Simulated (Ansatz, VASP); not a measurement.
ZnS: VASP beside Ansatz

INCAR

```
SYSTEM = ZnS
PREC = Accurate
ENCUT = 520
EDIFF = 1E-6
ISMEAR = -1
SIGMA = 0.02
LREAL = .FALSE.
LASPH = .TRUE.
NELM = 100
ALGO = Normal
ISIF = 2
LWAVE = .FALSE.
LCHARG = .FALSE.
GGA = PE
NBANDS = 26
```

KPOINTS

```
Automatic mesh
0
G
  12 12 6
  0 0 0
```

The input POSCAR:

```
ZnS
1.0
    3.8109987816      0.0000000000      0.0000000000
   -1.9054993908      3.3004217586      0.0000000000
    0.0000000000      0.0000000000      6.2340000000
Zn S
2 2
Direct
    0.3333333333      0.6666666667      0.0000000000
    0.6666666667      0.3333333333      0.5000000000
    0.2577109579      0.6288554789      0.3980448598
    0.5910442912      0.2955221456      0.8980448598
```

Input for Ansatz:

```yaml
crystal:
  lattice:
    - [3.8109987816, 0.0, 0.0]
    - [-1.9054993908, 3.3004217586, 0.0]
    - [0.0, 0.0, 6.234]
  atoms:
    - { symbol: Zn, position: [0.3333333333, 0.6666666667, 0.0] }
    - { symbol: Zn, position: [0.6666666667, 0.3333333333, 0.5] }
    - { symbol: S, position: [0.2577109579, 0.6288554789, 0.3980448598] }
    - { symbol: S, position: [0.5910442912, 0.2955221456, 0.8980448598] }
basis:
  ecutwfc: 420
kpoints:
  mp_grid: { grid: [12, 12, 6] }
hamiltonian:
  xc: pbe
scf:
  occupations: { method: fermi_dirac, width: 0.02 }
output:
  forces: true
  stress: true
  eigenvalues: true
```

Change from the starting cell: all S atoms moved +0.263 Å, as atom 3 towards its neighbour atom 2 (Zn) at 2.314 Å.

Alike in both runs: task single point; functional PBE; k mesh 12 × 12 × 6; occupations fermi-dirac, width 0.02 eV; no spin polarisation.

|  | VASP | Ansatz |
| --- | --- | --- |
| version | VASP 6.6.1 | Ansatz 0.2.0 |
| potentials or method | VASP PAW PBE potentials, release 64 (Zn, S), cutoff 520 eV | scalar-relativistic, plane waves, PAW |
| valence electrons in the cell | 36 | 36 |

Ansatz gave:

```
gap on the k mesh at the Fermi level (eV)                     : 2.22
least direct gap on the mesh (eV)                             : 2.22
pressure (GPa)                                                : 5.7
traceless stress, the component that is largest in VASP (GPa) : -4.94
rms of the force components (eV/Å)                            : 1.470
```

Task: Estimate VASP's values.

Result: gap on the k mesh at the Fermi level (eV): 2.23; least direct gap on the mesh (eV): 2.23; pressure (GPa): 5.9; traceless stress, the component that is largest in VASP (GPa): -4.99; rms of the force components (eV/Å): 1.477.

Atom by atom the forces differ by 0.008 eV/Å (rms over components). The functional is the same, so the differences come from potentials, cutoffs and numerics.
